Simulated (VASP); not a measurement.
The system is TiCo3.

```xyz
4
Lattice="3.4529 0.0000 0.0000 0.0000 3.4529 0.0000 0.0000 0.0000 3.4529" Properties=species:S:1:pos:R:3 pbc="T T T"
Ti    0.0000    0.0000    0.0000
Co    0.0000    1.7265    1.7265
Co    1.7265    0.0000    1.7265
Co    1.7265    1.7265    0.0000
```

Program: VASP 6.6.1. Alike in all runs: task single point; level PBEsol; potentials or basis VASP PAW PBE potentials, release 64 (Ti_sv, Co); spin collinear, ferromagnetic start; cell as given; k mesh 12 × 12 × 12; cutoff (eV) 520; smearing gaussian 0.15 eV.

Question: Order these runs on this cell by their pressure, lowest first.
A. fixed moment (μB) 3.04
B. fixed moment (μB) 1.52
C. fixed moment (μB) 0.76
D. fixed moment (μB) 3.8
E. fixed moment (μB) 6.08

Answer: C (17.0 GPa), B (18.6 GPa), A (24.0 GPa), D (28.1 GPa), E (44.0 GPa).

Caveats: the cell stands under pressure; the PAW data sets were made with another functional, which shifts forces and pressure a little; the total moment is fixed, so each spin has its own Fermi level and the state may be an excited one.
